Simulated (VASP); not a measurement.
# Ta (I4/mmm) in VASP: further runs, part 2 of 2

VASP 6.6.1.

## Step 3: Single point, PBEsol (uniaxial strain along a: -6.0 %, then relaxed in part)

File INCAR:

```
ALGO = Fast
EDIFF = 1E-6
ENCUT = 520
GGA = PS
ISIF = 2
ISMEAR = 0
LASPH = T
LCHARG = T
LELF = T
LREAL = F
LVHAR = T
LWAVE = F
NBANDS = 18
NELM = 80
PREC = Accurate
SIGMA = 0.1
```

File KPOINTS:

```
k-points
0
Gamma
  16 16 16
```

File POSCAR:

```
Ta
1.0
    3.0836531616      0.0000000000      0.0000000000
    0.0000000000      3.3684333773      0.0000000000
    0.0000000000      0.0000000000      3.3684333773
Ta
2
Direct
    0.0000000000      0.0000000000      0.0000000000
    0.5000000000      0.5000000000      0.5000000000
```

Potentials or basis: VASP PAW PBE potentials, release 64 (Ta_pv).

Launch:

```sh
cat potpaw_PBE.64/Ta_pv/POTCAR > POTCAR
mpirun -np 1 vasp_std > vasp.out
```

OUTCAR:

```text
EDIFF = 1E-6
   ENCUT = 520
   GGA = PS
   ISIF = 2
   ISMEAR = 0
   LASPH = T
   LREAL = F
   NELM = 80
   PREC = Accurate

 ion  position               nearest neighbor table
   1  0.000  0.000  0.000-   2 2.84   2 2.84   2 2.84   2 2.84   2 2.84   2 2.84   2 2.84   2 2.84

   2  0.500  0.500  0.500-   1 2.84   1 2.84   1 2.84   1 2.84   1 2.84   1 2.84   1 2.84   1 2.84

  LATTYP: Found a simple tetragonal cell.
 ALAT       =     3.3684333773
 C/A-ratio  =     0.9154561828

[... 714 lines left out ...]

------------------------ aborting loop because EDIFF is reached ----------------------------------------

  FORCE on cell =-STRESS in cart. coord.  units (eV):
  Direction    XX          YY          ZZ          XY          YZ          ZX
  --------------------------------------------------------------------------------------
  -------------------------------------------------------------------------------------
  Total        1.7240269      0.0502729      0.0502729      0.0000000      0.0000000      0.0000000
  in kB       78.9465538      2.3020924      2.3020924      0.0000000      0.0000000      0.0000000
  external PRESSURE =      27.8502462 kB  Pullay stress =       0.0000000 kB

 VOLUME and BASIS-vectors are now :
 -----------------------------------------------------------------------------
  energy-cutoff  :      520.00
  volume of cell :       34.99
      direct lattice vectors                 reciprocal lattice vectors
     3.083653162  0.000000000  0.000000000     0.324290686  0.000000000  0.000000000
     0.000000000  3.368433377  0.000000000     0.000000000  0.296873914  0.000000000
     0.000000000  0.000000000  3.368433377     0.000000000  0.000000000  0.296873914

 POSITION                                       TOTAL-FORCE (eV/Angst)
 -----------------------------------------------------------------------------------
      0.00000      0.00000      0.00000        -0.000000      0.000000      0.000000
      1.54183      1.68422      1.68422         0.000000     -0.000000     -0.000000
 -----------------------------------------------------------------------------------
    total drift:                                0.000000      0.000000     -0.000000

  FREE ENERGIE OF THE ION-ELECTRON SYSTEM (eV)
  ---------------------------------------------------
  free  energy   TOTEN  =       -25.0449481755 eV

  energy  without entropy=      -25.0314081346  energy(sigma->0) =      -25.03817816
```

OSZICAR:

```text
N       E                     dE             d eps       ncg     rms          rms(c)
DAV:   1     0.172265408504E+03    0.17227E+03   -0.12531E+04 14596   0.127E+03
DAV:   2    -0.217216975064E+02   -0.19399E+03   -0.19051E+03 18198   0.361E+02
DAV:   3    -0.259845962040E+02   -0.42629E+01   -0.41963E+01 17176   0.506E+01
DAV:   4    -0.260145033573E+02   -0.29907E-01   -0.29831E-01 16264   0.438E+00
DAV:   5    -0.260147150480E+02   -0.21169E-03   -0.21168E-03 16052   0.352E-01    0.205E+01
RMM:   6    -0.252700164107E+02    0.74470E+00   -0.68522E-01 14889   0.615E+00    0.100E+01
RMM:   7    -0.250450405210E+02    0.22498E+00   -0.81822E-01 16038   0.622E+00    0.476E-01
RMM:   8    -0.250444425009E+02    0.59802E-03   -0.40068E-02 17192   0.154E+00    0.560E-01
RMM:   9    -0.250452055731E+02   -0.76307E-03   -0.82485E-03 17839   0.590E-01    0.226E-01
RMM:  10    -0.250449512102E+02    0.25436E-03   -0.20623E-03 15955   0.350E-01    0.943E-02
RMM:  11    -0.250449421427E+02    0.90675E-05   -0.21832E-04 18375   0.129E-01    0.208E-02
RMM:  12    -0.250449478747E+02   -0.57320E-05   -0.47543E-05 18700   0.525E-02    0.253E-02
RMM:  13    -0.250449481755E+02   -0.30083E-06   -0.68026E-06 15274   0.163E-02
   1 F= -.25044948E+02 E0= -.25038178E+02  d E =-.135400E-01
```

stdout:

```text
POSCAR found type information on POSCAR Ta
 POSCAR found :  1 types and       2 ions
 scaLAPACK will be used
 -----------------------------------------------------------------------------
|                                                                             |
|                                                                             |
|     You enforced a specific xc type in the INCAR file but a different       |
|     I HOPE YOU KNOW WHAT YOU ARE DOING!                                     |
|                                                                             |
 -----------------------------------------------------------------------------

 LDA part: xc-table for (Slater+PW92), standard interpolation
 POSCAR, INCAR and KPOINTS ok, starting setup
 FFT: planning ... GRIDC
 FFT: planning ... GRID_SOFT
 FFT: planning ... GRID
 WAVECAR not read
 entering main loop
```

It took 8.6 min on 1 thread of AMD EPYC, shared host; peak memory 0.28 GiB.

Results:

```
Free energy            : -25.0449 eV
Pressure               : 2.8 GPa
Band gap on the k mesh : zero (bands 11 and 12 overlap by 3.07 eV)
```

Stress tensor (GPa, compression positive):
```
7.89 0.00 0.00
0.00 0.23 0.00
0.00 0.00 0.23
```

Caveat: the cell differs from its parent crystal (uniaxial strain along a: -6.0 %, then relaxed in part); the stress differs along the axes, from 0 to 8 GPa; the PAW data sets were made with another functional, which shifts forces and pressure a little; spin-orbit coupling is left out, which moves the levels of the heavy elements.

## Step 4: Single point, PBEsol (uniaxial strain along a: +6.0 %, then relaxed in part)

File INCAR:

```
ALGO = Fast
EDIFF = 1E-7
ENCUT = 520
GGA = PS
ISIF = 2
ISMEAR = 0
LASPH = T
LCHARG = F
LREAL = F
LWAVE = F
NBANDS = 18
NELM = 80
PREC = Accurate
SIGMA = 0.1
```

KPOINTS is that of step 3.

File POSCAR:

```
Ta
1.0
    3.4773110120      0.0000000000      0.0000000000
    0.0000000000      3.2135126204      0.0000000000
    0.0000000000      0.0000000000      3.2135126204
Ta
2
Direct
    0.0000000000      0.0000000000      0.0000000000
    0.5000000000      0.5000000000      0.5000000000
```

Launch:

```sh
cat potpaw_PBE.64/Ta_pv/POTCAR > POTCAR
mpirun -np 1 vasp_std > vasp.out
```

Wall time 2.5 min (1 thread of Intel Xeon Platinum 8259CL at 2.50GHz (Skylake/Cascade Lake), shared host); peak memory 0.31 GiB.

The run converged. Its results:

| Item | Value |
| --- | --- |
| Free energy | -25.0520 eV |
| Pressure | -2.6 GPa |
| Band gap on the k mesh | zero (bands 11 and 12 overlap by 3.14 eV) |

Stress tensor (GPa, compression positive):
```
-8.05  0.00  0.00
 0.00  0.13  0.00
 0.00  0.00  0.13
```

Levels at points of the mesh, in eV from the Fermi level:
| k point | band 7 | band 8 | band 9 | band 10 | band 11 | band 12 | band 13 | band 14 | band 15 | band 16 |
| --- | --- | --- | --- | --- | --- | --- | --- | --- | --- | --- |
| (0.00, 0.00, 0.00) | -7.96 | -3.97 | -3.72 | 0.45 | 0.45 | 1.40 | 3.27 | 4.56 | 6.65 | 6.97 |
| (0.50, 0.00, 0.00) | -4.07 | -4.07 | -1.15 | -1.15 | 1.63 | 1.63 | 1.63 | 1.63 | 3.55 | 3.55 |
| (0.00, 0.50, 0.00) | -3.57 | -3.57 | -0.89 | -0.89 | 0.67 | 0.67 | 1.43 | 1.43 | 3.08 | 3.08 |
| (0.50, 0.50, 0.00) | -4.43 | -4.43 | -1.20 | -1.20 | 1.44 | 1.44 | 3.11 | 3.11 | 5.03 | 5.03 |
| (0.00, 0.50, 0.50) | -4.39 | -4.39 | -2.20 | -2.20 | 2.01 | 2.01 | 4.74 | 4.74 | 5.37 | 5.37 |
| (0.50, 0.50, 0.50) | -1.56 | -1.56 | -1.11 | -1.11 | -1.11 | -1.11 | 4.43 | 4.43 | 5.48 | 5.48 |

Caveat: the cell differs from its parent crystal (uniaxial strain along a: +6.0 %, then relaxed in part); the stress differs along the axes, from -8 to 0 GPa; the PAW data sets were made with another functional, which shifts forces and pressure a little; spin-orbit coupling is left out, which moves the levels of the heavy elements.

## Step 5: Single point, PBEsol (uniaxial strain along a: +6.0 %)

Edit INCAR of step 4 so:

```diff
@@ -7,4 +7,6 @@
 LASPH = T
-LCHARG = F
+LCHARG = T
+LELF = T
 LREAL = F
+LVHAR = T
 LWAVE = F
```

KPOINTS is that of step 4.

File POSCAR:

```
Ta
1.0
    3.4773110120      0.0000000000      0.0000000000
    0.0000000000      3.2312748555      0.0000000000
    0.0000000000      0.0000000000      3.2312748555
Ta
2
Direct
    0.0000000000      0.0000000000      0.0000000000
    0.5000000000      0.5000000000      0.5000000000
```

Launch:

```sh
cat potpaw_PBE.64/Ta_pv/POTCAR > POTCAR
mpirun -np 1 vasp_std > vasp.out
```

It took 2.6 min on 1 thread of Intel Xeon Platinum 8259CL at 2.50GHz (Skylake/Cascade Lake), shared host; peak memory 0.32 GiB.

Results (log left out):

- Free energy: -25.0494 eV
- Pressure: -4.8 GPa
- Band gap on the k mesh: zero (bands 11 and 12 overlap by 3.05 eV)

Stress tensor (GPa, compression positive):
```
-9.76  0.00  0.00
 0.00 -2.29  0.00
 0.00  0.00 -2.29
```

Levels at points of the mesh, in eV from the Fermi level:
```tsv
k point	band 9	band 10	band 11	band 12	band 13	band 14
(0.00, 0.00, 0.00)	-3.66	0.47	0.47	1.34	3.29	4.48
(0.50, 0.00, 0.00)	-1.10	-1.10	1.59	1.59	1.59	1.59
(0.00, 0.50, 0.00)	-0.86	-0.86	0.70	0.70	1.41	1.41
(0.50, 0.50, 0.00)	-1.20	-1.20	1.41	1.41	3.14	3.14
(0.00, 0.50, 0.50)	-2.12	-2.12	1.93	1.93	4.63	4.63
(0.50, 0.50, 0.50)	-1.11	-1.11	-1.11	-1.11	4.43	4.43
```

Caveat: the cell differs from its parent crystal (uniaxial strain along a: +6.0 %); the stress differs along the axes, from -10 to -2 GPa; the PAW data sets were made with another functional, which shifts forces and pressure a little; spin-orbit coupling is left out, which moves the levels of the heavy elements.

## Step 6: Overview

```csv
cell,further INCAR settings,gap on the mesh (eV),pressure (GPa)
"a = 3.084, b = 3.330, c = 3.330 Å, 2 atoms",ALGO = Fast; EDIFF = 1e-06; NBANDS = 18,none,8.0
"a = 3.084, b = 3.368, c = 3.368 Å, 2 atoms",ALGO = Fast; EDIFF = 1e-06; NBANDS = 18,none,2.8
"a = 3.477, b = 3.214, c = 3.214 Å, 2 atoms",ALGO = Fast; EDIFF = 1e-07; NBANDS = 18,none,-2.6
"a = 3.477, b = 3.231, c = 3.231 Å, 2 atoms",ALGO = Fast; EDIFF = 1e-07; NBANDS = 18,none,-4.8
```

Alike in all rows: task single point; level PBEsol; potentials or basis VASP PAW PBE potentials, release 64 (Ta_pv); no spin polarisation; k mesh 16 × 16 × 16; cutoff (eV) 520; smearing gaussian 0.1 eV.

Caveats: the PAW data sets were made with another functional, which shifts forces and pressure a little; spin-orbit coupling is left out, which moves the levels of the heavy elements; the stress differs along the axes, from 5 to 13 GPa (at least some runs); the stress differs along the axes, from 0 to 8 GPa (at least some runs); the stress differs along the axes, from -8 to 0 GPa (at least some runs); the stress differs along the axes, from -10 to -2 GPa (at least some runs).

Absolute energies hang on the potentials; compare differences alone.
